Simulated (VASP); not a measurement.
# GaN in VASP: a series of runs

The runs below take GaN through single point, relaxation of the atoms, with PBE.

All numbers are computed with VASP 6.6.1; they aren't measurements. Logs are shortened: lines on timing, memory, paths and dates and some standing lists are left out, and cuts for length are marked.

## (1) The cell of the first run

It takes space group I4/mmm (No. 139, tetragonal). The conventional cell has a = 2.818 Å, b = 2.818 Å, c = 4.105 Å, α = 90.00°, β = 90.00°, γ = 90.00°. Within 2.6 Å of Ga (site symmetry 4/mmm) lie 6 N at 1.99 to 2.05 Å. N (site symmetry 4/mmm) has 6 Ga at 1.99 to 2.05 Å within 2.6 Å.

## (2) Single point, PBE (z stretched by +3 %, then relaxed in part)

Input file INCAR:

```
SYSTEM = GaN
PREC = Accurate ; ENCUT = 520
EDIFF = 1E-6 ; ISMEAR = -1
SIGMA = 0.02 ; LREAL = .False.
LASPH = .True. ; NELM = 100
ALGO = Normal ; ISIF = 2
LWAVE = .False. ; LCHARG = .False.
GGA = PE ; NBANDS = 16
```

Input file KPOINTS:

```
Automatic mesh
0
Gamma
  13 13 13
  0 0 0
```

Input file POSCAR:

```
GaN
1.0
    0.0000000000      1.9925000000      2.0522750000
    1.9925000000      0.0000000000      2.0522750000
    1.9925000000      1.9925000000      0.0000000000
Ga N
1 1
Direct
    0.5000000000      0.5000000000      0.5000000000
    0.0000000000      0.0000000000      0.0000000000
```

Potentials or basis: VASP PAW PBE potentials, release 64 (Ga_d, N).

On the command line:

```
$ cat potpaw_PBE.64/Ga_d/POTCAR potpaw_PBE.64/N/POTCAR > POTCAR
$ mpirun -np 1 vasp_std > vasp.out
```

OUTCAR:

```text
SYSTEM = GaN
   PREC = Accurate
   ENCUT = 520
   EDIFF = 1E-6
   ISMEAR = -1
   LREAL = .False.
   LASPH = .True.
   NELM = 100
   ISIF = 2
   GGA = PE

 ion  position               nearest neighbor table
   1  0.500  0.500  0.500-   2 1.99   2 1.99   2 1.99   2 1.99   2 2.05   2 2.05
   2  0.000  0.000  0.000-   1 1.99   1 1.99   1 1.99   1 1.99   1 2.05   1 2.05

  LATTYP: Found a body centered tetragonal cell.
 ALAT       =     2.8178205230
 C/A-ratio  =     1.4566399692

  Lattice vectors:

 A1 = (  -1.9925000000,   0.0000000000,   2.0522750000)
 A2 = (   1.9925000000,   0.0000000000,   2.0522750000)
 A3 = (   0.0000000000,   1.9925000000,  -2.0522750000)

Analysis of symmetry for initial positions (statically):
=====================================================================
 Subroutine PRICEL returns:
 Original cell was already a primitive cell.

 Routine SETGRP: Setting up the symmetry group for a
 body centered tetragonal supercell.

 Subroutine GETGRP returns: Found 16 space group operations
 (whereof 16 operations were pure point group operations)
 out of a pool of 16 trial point group operations.

The static configuration has the point symmetry D_4h.

Analysis of symmetry for dynamics (positions and initial velocities):
=====================================================================
 Subroutine PRICEL returns:
 Original cell was already a primitive cell.

 Routine SETGRP: Setting up the symmetry group for a
 body centered tetragonal supercell.

 Subroutine GETGRP returns: Found 16 space group operations
 (whereof 16 operations were pure point group operations)
 out of a pool of 16 trial point group operations.

The dynamic configuration has the point symmetry D_4h.

 Subroutine INISYM returns: Found 16 space group operations
 (whereof 16 operations are pure point group operations),
 and found     1 'primitive' translations

----------------------------------------------------------------------------------------

                                     Primitive cell

  volume of cell :      16.2953

  direct lattice vectors                    reciprocal lattice vectors
     0.000000000  1.992500000  2.052275000    -0.250941029  0.250941029  0.243632067
     1.992500000  0.000000000  2.052275000     0.250941029 -0.250941029  0.243632067
     1.992500000  1.992500000  0.000000000     0.250941029  0.250941029 -0.243632067

  length of vectors
     2.860400134  2.860400134  2.817820523     0.430464149  0.430464149  0.430464149

  position of ions in fractional coordinates (direct lattice)
     0.500000000  0.500000000  0.500000000
     0.000000000  0.000000000  0.000000000

  ion indices of the primitive-cell ions
   primitive index   ion index
                 1           1
                 2           2

----------------------------------------------------------------------------------------

 KPOINTS: Automatic mesh

Automatic generation of k-mesh.
 Grid dimensions read from file:
 generate k-points for:   13   13   13

 Generating k-lattice:

  Cartesian coordinates                     Fractional coordinates (reciprocal lattice)
    -0.019303156  0.019303156  0.018740928     0.076923077  0.000000000  0.000000000
     0.019303156 -0.019303156  0.018740928     0.000000000  0.076923077  0.000000000
     0.019303156  0.019303156 -0.018740928    -0.000000000 -0.000000000  0.076923077

  Length of vectors
     0.033112627  0.033112627  0.033112627

  Shift w.r.t. Gamma in fractional coordinates (k-lattice)
     0.000000000  0.000000000  0.000000000

 Subroutine IBZKPT returns following result:
 ===========================================

 Found    196 irreducible k-points:

 Following reciprocal coordinates:
            Coordinates               Weight
  0.000000  0.000000  0.000000      1.000000
  0.076923 -0.000000  0.000000      8.000000
  0.153846  0.000000  0.000000      8.000000
  0.230769 -0.000000  0.000000      8.000000
  0.307692  0.000000  0.000000      8.000000
  0.384615 -0.000000  0.000000      8.000000
[... 16 lines left out ...]
  0.384615  0.153846  0.000000      8.000000
  0.461538  0.153846  0.000000      8.000000
 [... further k-points ...]
   k-points           NKPTS =    196   k-points in BZ     NKDIM =    196   number of bands    NBANDS=     16
   number of dos      NEDOS =    301   number of ions     NIONS =      2
   total plane-waves  NPLWV =  13824
   dimension x,y,z NGX =    24 NGY =   24 NGZ =   24
   dimension x,y,z NGXF=    48 NGYF=   48 NGZF=   48
   ions per type =               1   1
   NGX,Y,Z   is equivalent  to a cutoff of  13.95, 13.95, 14.16 a.u.
   NGXF,Y,Z  is equivalent  to a cutoff of  27.90, 27.90, 28.32 a.u.
 SYSTEM =  GaN
   PREC   = accura    normal or accurate (medium, high low for compatibility)
   ISTART =      0    job   : 0-new  1-cont  2-samecut
   ICHARG =      2    charge: 1-file 2-atom 10-const
   ISPIN  =      1    spin polarized calculation?
   LNONCOLLINEAR =      F non collinear calculations
   LSORBIT =      F    spin-orbit coupling
   LASPH  =      T    aspherical Exc in radial PAW
   ENCUT  =  520.0 eV  38.22 Ry    6.18 a.u.   5.32  5.32  5.24*2*pi/ulx,y,z
   NELM   =    100;   NELMIN=  2; NELMDL= -5     # of ELM steps
   EDIFF  = 0.1E-05   stopping-criterion for ELM
   LREAL  =      F    real-space projection
[... 7 lines left out ...]
   TEBEG  =    0.0;   TEEND  =   0.0 temperature during run
   PSTRESS=    0.0 pullay stress
   NELECT =      18.0000    total number of electrons
   NUPDOWN=      -1.0000    fix difference up-down
   EMIN   =  10.00;   EMAX   =-10.00  energy-range for DOS
   EFERMI =   0.00;   METHOD = LEGACY
   ISMEAR =    -1;   SIGMA  =   0.02  broadening in eV -4-tet -1-fermi 0-gaus
   EFERMI_NEDOS =   21; number of points for ismear=-14 and -15
   IALGO  =     38    algorithm
   IMIX   =      4    mixing-type and parameters
     AMIX     =   0.40;   BMIX     =  1.00
     AMIX_MAG =   1.60;   BMIX_MAG =  1.00
  volume/ion in A,a.u.               =       8.15        54.98
  Fermi-wavevector in a.u.,A,eV,Ry     =   1.692304  3.197990 38.965606  2.863891
  Thomas-Fermi vector in A             =   2.773914
   LORBIT       =      0    0 simple, 1 ext, 2 COOP (PROOUT), +10 PAW based schemes
   GGA     = PE    functional components
   LHFCALC =     F    Hartree Fock is set to
   AEXX    =    0.0000 exact exchange contribution
   IVDW    =     0    specifies the selected vdW correction
   LEPSILON=     F    determine dielectric tensor
   LRPA    =     F    only Hartree local field effects (RPA)
 non-spin polarized calculation
  energy-cutoff  :      520.00
  volume of cell :       16.30
 maximum number of plane-waves:       452
 NGX is ok and might be reduce to    24
   NGX = 11   NGY = 11   NGZ = 11

 number of electron      18.0000005 magnetization

 Free energy of the ion-electron system (eV)
  ---------------------------------------------------
  ext. energy  EPLUGINS =         0.00000000
  ---------------------------------------------------
  free energy    TOTEN  =       -10.71061150 eV

  energy without entropy =      -10.71061150  energy(sigma->0) =      -10.71061150

 E-fermi :  10.4571     XC(G=0): -13.9399

 val. band max:        9.9485483594   @ k =  -0.2308   0.1538   0.0000
 cond. band min:      11.4628382824   @ k =   0.4615   0.0000   0.4615
 fundamental gap:      1.5142899230
 Fermi energy:        10.4570683066

 k-point     1 :       0.0000    0.0000    0.0000
  band No.  band energies     occupation
      1      -9.0294      2.00000
      2      -4.1297      2.00000
      3      -4.0986      2.00000
      4      -4.0986      2.00000
      5      -3.9962      2.00000
      6      -3.9452      2.00000
[... 8 lines left out ...]
     15      27.0164      0.00000
     16      28.4345      0.00000

 k-point     2 :       0.0769   -0.0000    0.0000
  band No.  band energies     occupation
      1      -8.8958      2.00000
      2      -4.1281      2.00000
      3      -4.1008      2.00000
      4      -4.0890      2.00000
      5      -4.0076      2.00000
      6      -3.9627      2.00000
[... 8 lines left out ...]
     15      27.6558      0.00000
     16      27.8908      0.00000

 k-point     3 :       0.1538    0.0000    0.0000
  band No.  band energies     occupation
      1      -8.5014      2.00000
      2      -4.1472      2.00000
      3      -4.1219      2.00000
      4      -4.0908      2.00000
      5      -4.0013      2.00000
      6      -3.9817      2.00000
[... 8 lines left out ...]
     15      27.7632      0.00000
     16      27.8223      0.00000

 k-point     4 :       0.2308   -0.0000    0.0000
  band No.  band energies     occupation
      1      -7.8686      2.00000
      2      -4.1940      2.00000
      3      -4.1860      2.00000
      4      -4.1594      2.00000
      5      -3.9411      2.00000
      6      -3.9405      2.00000
[... 8 lines left out ...]
     15      28.7905      0.00000
     16      28.7929      0.00000
[... 324 lines left out ...]
 k-point    22 :       0.3077    0.1538    0.0000
  band No.  band energies     occupation
      1      -7.3990      2.00000
      2      -4.2520      2.00000
      3      -4.1894      2.00000
      4      -4.0675      2.00000
      5      -3.8546      2.00000
      6      -3.8422      2.00000
[... 8 lines left out ...]
     15      31.5572      0.00000
     16      33.0148      0.00000

 k-point    23 :       0.3846    0.1538    0.0000
  band No.  band energies     occupation
      1      -6.7154      2.00000
      2      -4.3152      2.00000
      3      -4.1672      2.00000
      4      -4.1461      2.00000
      5      -3.7948      2.00000
      6      -3.6728      2.00000
[... 8 lines left out ...]
     15      31.7499      0.00000
     16      34.3371      0.00000

 k-point    24 :       0.4615    0.1538    0.0000
  band No.  band energies     occupation
      1      -6.0971      2.00000
      2      -4.3793      2.00000
      3      -4.2259      2.00000
      4      -4.1236      2.00000
      5      -3.7708      2.00000
      6      -3.4171      2.00000
[... 8 lines left out ...]
     15      32.1459      0.00000
     16      35.7558      0.00000

 [... further k-points ...]

------------------------ aborting loop because EDIFF is reached ----------------------------------------

  FORCE on cell =-STRESS in cart. coord.  units (eV):
  Direction    XX          YY          ZZ          XY          YZ          ZX
  --------------------------------------------------------------------------------------
  -------------------------------------------------------------------------------------
  Total        6.2420256      6.2420256      4.9109325      0.0000000      0.0000000      0.0000000
  in kB      613.7251474    613.7251474    482.8501078      0.0000000      0.0000000      0.0000000
  external PRESSURE =     570.1001342 kB  Pullay stress =       0.0000000 kB

 VOLUME and BASIS-vectors are now :
 -----------------------------------------------------------------------------
  energy-cutoff  :      520.00
  volume of cell :       16.30
      direct lattice vectors                 reciprocal lattice vectors
     0.000000000  1.992500000  2.052275000    -0.250941029  0.250941029  0.243632067
     1.992500000  0.000000000  2.052275000     0.250941029 -0.250941029  0.243632067
     1.992500000  1.992500000  0.000000000     0.250941029  0.250941029 -0.243632067

 POSITION                                       TOTAL-FORCE (eV/Angst)
 -----------------------------------------------------------------------------------
      1.99250      1.99250      2.05227         0.000000      0.000000      0.000000
      0.00000      0.00000      0.00000         0.000000      0.000000     -0.000000
 -----------------------------------------------------------------------------------
    total drift:                                0.000000     -0.000000      0.000000

  FREE ENERGIE OF THE ION-ELECTRON SYSTEM (eV)
  ---------------------------------------------------
  free  energy   TOTEN  =       -10.7106114951 eV

  energy  without entropy=      -10.7106114951  energy(sigma->0) =      -10.71061150
```

It took 43 s on 1 thread of Intel Xeon Platinum 8259CL at 2.50GHz (Skylake/Cascade Lake), shared host; peak memory 0.18 GiB.

Results:

* Free energy: -10.7106 eV
* Pressure: 57.0 GPa
* Band gap on the k mesh: 1.51 eV (least direct gap 4.60 eV)

Levels at points of the mesh, in eV from the valence-band top:
| k point | band 5 | band 6 | band 7 | band 8 | band 9 | band 10 | band 11 | band 12 | band 13 | band 14 |
| --- | --- | --- | --- | --- | --- | --- | --- | --- | --- | --- |
| (0.00, 0.00, 0.00) | -13.94 | -13.89 | -0.87 | -0.87 | -0.61 | 3.99 | 15.40 | 15.64 | 15.64 | 16.52 |

Caveat: the cell differs from its parent crystal (z stretched by +3 %, then relaxed in part); the cell stands under pressure; an odd mesh through Γ misses points on the zone boundary, where band edges can lie.

## (3) Relaxation of the atoms, PBE

This run uses another cell than the first one, of 7.91 Å³/atom.

Input file INCAR:

```
SYSTEM = GaN
  PREC = Accurate
  ENCUT = 520
  EDIFF = 1E-7
  ISMEAR = -1
  SIGMA = 0.02
  LREAL = .FALSE.
  LASPH = .TRUE.
  NELM = 80
  ALGO = Normal
  ISIF = 2
  LWAVE = .FALSE.
  LCHARG = .FALSE.
  GGA = PE
  IBRION = 2
  NSW = 80
  EDIFFG = -0.02
```

Input file KPOINTS:

```
regular mesh
0
G
  13 13 13
  0 0 0
```

Input file POSCAR:

```
GaN
1.0
    0.0000000000      1.9925000000      1.9925000000
    1.9925000000      0.0000000000      1.9925000000
    1.9925000000      1.9925000000      0.0000000000
Ga N
1 1
Direct
    0.5000000000      0.5000000000      0.5000000000
    0.0000000000      0.0000000000      0.0000000000
```

Potentials or basis: VASP PAW PBE potentials, release 64 (Ga_d, N).

On the command line:

```
$ cat potpaw_PBE.64/Ga_d/POTCAR potpaw_PBE.64/N/POTCAR > POTCAR
$ mpirun -np 1 vasp_std > vasp.out
```

OUTCAR:

```text
SYSTEM = GaN
   PREC = Accurate
   ENCUT = 520
   EDIFF = 1E-7
   ISMEAR = -1
   LREAL = .FALSE.
   LASPH = .TRUE.
   NELM = 80
   ISIF = 2
   GGA = PE
   IBRION = 2
   NSW = 80
   EDIFFG = -0.02

 ion  position               nearest neighbor table
   1  0.500  0.500  0.500-   2 1.99   2 1.99   2 1.99   2 1.99   2 1.99   2 1.99
   2  0.000  0.000  0.000-   1 1.99   1 1.99   1 1.99   1 1.99   1 1.99   1 1.99

  LATTYP: Found a face centered cubic cell.
 ALAT       =     3.9850000000

[... 575 lines left out ...]

  FORCE on cell =-STRESS in cart. coord.  units (eV):
  Direction    XX          YY          ZZ          XY          YZ          ZX
  --------------------------------------------------------------------------------------
  -------------------------------------------------------------------------------------
  Total        6.9402632      6.9402632      6.9402632     -0.0000000      0.0000000      0.0000000
  in kB      702.8482020    702.8482020    702.8482020     -0.0000000      0.0000000      0.0000000
  external PRESSURE =     702.8482020 kB  Pullay stress =       0.0000000 kB

 VOLUME and BASIS-vectors are now :
 -----------------------------------------------------------------------------
  energy-cutoff  :      520.00
  volume of cell :       15.82
      direct lattice vectors                 reciprocal lattice vectors
     0.000000000  1.992500000  1.992500000    -0.250941029  0.250941029  0.250941029
     1.992500000  0.000000000  1.992500000     0.250941029 -0.250941029  0.250941029
     1.992500000  1.992500000  0.000000000     0.250941029  0.250941029 -0.250941029

 POSITION                                       TOTAL-FORCE (eV/Angst)
 -----------------------------------------------------------------------------------
      1.99250      1.99250      1.99250         0.000000     -0.000000      0.000000
      0.00000      0.00000      0.00000        -0.000000      0.000000     -0.000000
 -----------------------------------------------------------------------------------
    total drift:                                0.000000     -0.000000      0.000000

  FREE ENERGIE OF THE ION-ELECTRON SYSTEM (eV)
  ---------------------------------------------------
  free  energy   TOTEN  =       -10.5360066475 eV

  energy  without entropy=      -10.5360066475  energy(sigma->0) =      -10.53600665

 reached required accuracy - stopping structural energy minimisation
```

CONTCAR:

```text
GaN
   1.00000000000000
     0.0000000000000000    1.9924999999999999    1.9924999999999999
     1.9924999999999999    0.0000000000000000    1.9924999999999999
     1.9924999999999999    1.9924999999999999    0.0000000000000000
  Ga              N
     1     1
Direct
     0.5000000000000000    0.5000000000000000    0.5000000000000000
     0.0000000000000000    0.0000000000000000    0.0000000000000000

  0.00000000E+00  0.00000000E+00  0.00000000E+00
  0.00000000E+00  0.00000000E+00  0.00000000E+00
```

Wall time 16 s (1 thread of Intel Xeon Platinum 8259CL at 2.50GHz (Skylake/Cascade Lake), shared host); peak memory 0.15 GiB.

Results:

* Free energy: -10.5360 eV
* Pressure after relaxing: 70.3 GPa
* Band gap on the k mesh: 1.91 eV (least direct gap 5.21 eV)

Final structure:
```xyz
2
Lattice="0.0000 1.9925 1.9925 1.9925 0.0000 1.9925 1.9925 1.9925 0.0000" Properties=species:S:1:pos:R:3 pbc="T T T"
Ga    1.9925    1.9925    1.9925
N     0.0000    0.0000    0.0000
```

Levels at points of the mesh, in eV from the valence-band top:
```csv
k point,band 5,band 6,band 7,band 8,band 9,band 10,band 11,band 12,band 13
"(0.00, 0.00, 0.00)",-13.84,-13.84,-0.75,-0.75,-0.75,4.46,15.81,15.81,15.81
```

Caveat: the relaxation stopped at its first step, so nothing moved; an odd mesh through Γ misses points on the zone boundary, where band edges can lie.

## (4) Relaxation of the atoms, PBE (z stretched by +3 %)

Input file INCAR:

```
ALGO = Normal
EDIFF = 1E-6
EDIFFG = -0.02
ENCUT = 520
GGA = PE
IBRION = 2
ISIF = 2
ISMEAR = -1
LASPH = True
LCHARG = False
LREAL = False
LWAVE = False
NELM = 60
NSW = 80
PREC = Accurate
SIGMA = 0.02
```

Input file KPOINTS:

```
k-points
0
Gamma
  13 13 13
```

Input file POSCAR:

```
GaN
1.0
    0.0000000000      1.9925000000      2.0522750000
    1.9925000000      0.0000000000      2.0522750000
    1.9925000000      1.9925000000      0.0000000000
Ga N
1 1
Direct
    0.5000000000      0.5000000000      0.5000000000
    0.0000000000      0.0000000000      0.0000000000
```

On the command line:

```
$ cat potpaw_PBE.64/Ga_d/POTCAR potpaw_PBE.64/N/POTCAR > POTCAR
$ mpirun -np 1 vasp_std > vasp.out
```

It took 37 s on 1 thread of Intel Xeon Platinum 8259CL at 2.50GHz (Skylake/Cascade Lake), shared host; peak memory 0.17 GiB.

It converged, with:

| Quantity | Value |
| --- | --- |
| Free energy | -10.7106 eV |
| Pressure after relaxing | 56.9 GPa |
| Band gap on the k mesh | 1.51 eV (least direct gap 4.60 eV) |

Stress tensor (GPa, compression positive):
```
61.31  0.00  0.00
 0.00 61.31  0.00
 0.00  0.00 48.23
```

Final structure:
```cif
data_structure
_symmetry_space_group_name_H-M 'P 1'
_symmetry_Int_Tables_number 1
_cell_length_a 2.8604
_cell_length_b 2.8604
_cell_length_c 2.8178
_cell_angle_alpha 60.491
_cell_angle_beta 60.491
_cell_angle_gamma 59.018
_cell_volume 16.30
loop_
_atom_site_label
_atom_site_type_symbol
_atom_site_fract_x
_atom_site_fract_y
_atom_site_fract_z
_atom_site_occupancy
Ga1 Ga 0.50000 0.50000 0.50000 1
N1 N 0.00000 0.00000 0.00000 1
```

Levels at points of the mesh, in eV from the valence-band top:
| k point | band 5 | band 6 | band 7 | band 8 | band 9 | band 10 | band 11 | band 12 | band 13 |
| --- | --- | --- | --- | --- | --- | --- | --- | --- | --- |
| (0.00, 0.00, 0.00) | -13.94 | -13.89 | -0.87 | -0.87 | -0.61 | 3.99 | 15.41 | 15.64 | 15.64 |

Caveat: the cell differs from its parent crystal (z stretched by +3 %); the relaxation stopped at its first step, so nothing moved; an odd mesh through Γ misses points on the zone boundary, where band edges can lie.

## (5) Summary

| task | cell | gap on the mesh (eV) | pressure (GPa) |
| --- | --- | --- | --- |
| single point | a = 2.860, b = 2.860, c = 2.818 Å, angles 60.5, 60.5, 59.0°, 2 atoms | 1.51 | 57.0 |
| relaxation of the atoms | atoms relaxed from a = 2.818 Å, angles 60.0°, 2 atoms | 1.91 | 70.3 |
| relaxation of the atoms | atoms relaxed from a = 2.860, b = 2.860, c = 2.818 Å, angles 60.5, 60.5, 59.0°, 2 atoms | 1.51 | 56.9 |

Alike in all rows: level PBE; potentials or basis VASP PAW PBE potentials, release 64 (Ga_d, N); no spin polarisation; k mesh 13 × 13 × 13; cutoff (eV) 520; smearing fermi-dirac 0.02 eV.

Caveats: an odd mesh through Γ misses points on the zone boundary, where band edges can lie; the relaxation stopped at its first step, so nothing moved (at least some runs); the cell stands under pressure (at least some runs).

Total energies depend on the potentials used, so only differences within one code and one set of settings carry meaning.
